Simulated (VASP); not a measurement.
CdH2O2:

```
Cd H O
1.0
     3.53881    0.00000    0.00000
    -1.76940    3.06470    0.00000
     0.00000    0.00000    4.67373
Cd H O
1 2 2
Direct
  0.00000 0.00000 0.00000
  0.66667 0.33333 0.55096
  0.33333 0.66667 0.44904
  0.66667 0.33333 0.75937
  0.33333 0.66667 0.24063
```

Base run:

| Property | Result |
| --- | --- |
| Program | VASP 6.6.1 |
| Functional | PBEsol |
| Potentials or basis | VASP PAW PBE potentials, release 64 (Cd, H, O) |
| Cutoff | 520 eV |
| k mesh | 6 × 6 × 4 |
| Occupations | gaussian, width 0.01 eV |
| Spin | no spin polarisation |

Its results: band gap on the k mesh 1.55 eV, indirect (least direct gap 1.89 eV); pressure -1.9 GPa; largest force 0.527 eV/Å.

Task: The run is repeated on the same cell with these changes: potentials or basis from VASP PAW PBE potentials, release 64 (Cd, H, O) to VASP PAW PBE potentials, release 64 (Cd_sv_GW, H, O); cutoff from 520 eV to 600 eV; further incar settings from ALGO = Normal; EDIFF = 1e-07; NBANDS = 21 to ALGO = Normal; EDIFF = 1e-06; NBANDS = 25; valence electrons from 26 to 34. What comes out?

Result: Band gap on the k mesh 1.56 eV, indirect (least direct gap 1.90 eV); pressure -3.0 GPa; largest force 0.586 eV/Å.

Caveats: the PAW data sets were made with another functional, which shifts forces and pressure a little.

A k mesh can miss the band edges.
